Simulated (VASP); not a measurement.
Write the native input for VASP 6.6.1 that does the following.

```yaml
Task: single point
Functional: PBE
Potentials_or_basis: VASP PAW PBE potentials, release 64 (Nb_sv, Sn_d, Te)
Cutoff: 520 eV
k_mesh: 6 × 6 × 2
Occupations: gaussian, width 0.1 eV
Spin: no spin polarisation
Dipole_correction: no
Further_INCAR_settings: ALGO = Normal; EDIFF = 1e-06; NBANDS = 34
```

The structure of NbSnTe4 lies in POSCAR:

```
NbSnTe4
1.0
    3.4337974126      0.0000000000      0.0000000000
    0.0000000000      3.4337974126      0.0000000000
    0.0000000000      0.0000000000     14.8813320247
Nb Sn Te
1 1 4
Direct
    0.5000000000      0.5000000000      0.5000000000
    0.0000000000      0.0000000000      0.0000000000
    0.5000000000      0.5000000000      0.1472234231
    0.0000000000      0.0000000000      0.6140666640
    0.0000000000      0.0000000000      0.3859333360
    0.5000000000      0.5000000000      0.8527765769
```

The cell was built from a structure type or drawn by symmetry, and may not be a known phase.

These files were run (other wordings do the same):

INCAR

```
PREC     = Accurate       # precision mode
ENCUT    = 520            # plane-wave cutoff, eV
EDIFF    = 1E-6           # SCF threshold, eV
ISMEAR   = 0              # smearing method
SIGMA    = 0.1            # smearing width, eV
LREAL    = False          # projectors in reciprocal space
LASPH    = True           # aspherical terms in the spheres
NELM     = 60             # most SCF steps
ALGO     = Normal         # electronic algorithm
ISIF     = 2              # what is computed and relaxed
LWAVE    = False          # write WAVECAR
LCHARG   = False          # write CHGCAR
GGA      = PE             # functional
NBANDS   = 34             # bands
```

KPOINTS

```
Automatic mesh
0
Gamma
  6 6 2
```

Potentials or basis: VASP PAW PBE potentials, release 64 (Nb_sv, Sn_d, Te).

Launch:

```sh
$ cat potpaw_PBE.64/Nb_sv/POTCAR potpaw_PBE.64/Sn_d/POTCAR potpaw_PBE.64/Te/POTCAR > POTCAR
$ mpirun -np 1 vasp_std > vasp.out
```

It gave:

The pressure is 0.0 GPa, the largest force is 0.014 eV/Å and the band gap on the k mesh is zero (an odd number of electrons rules out a gap without spin polarisation).

Caveat: spin-orbit coupling is left out, which moves the levels of the heavy elements; this functional lacks dispersion, which binds the layers, so the pressure and a relaxed spacing across them are unreliable.

It took 70 s on 1 thread of Intel(R) Xeon(R) 6975P-C (Granite Rapids), with other jobs on the host, peak memory 0.35 GiB.
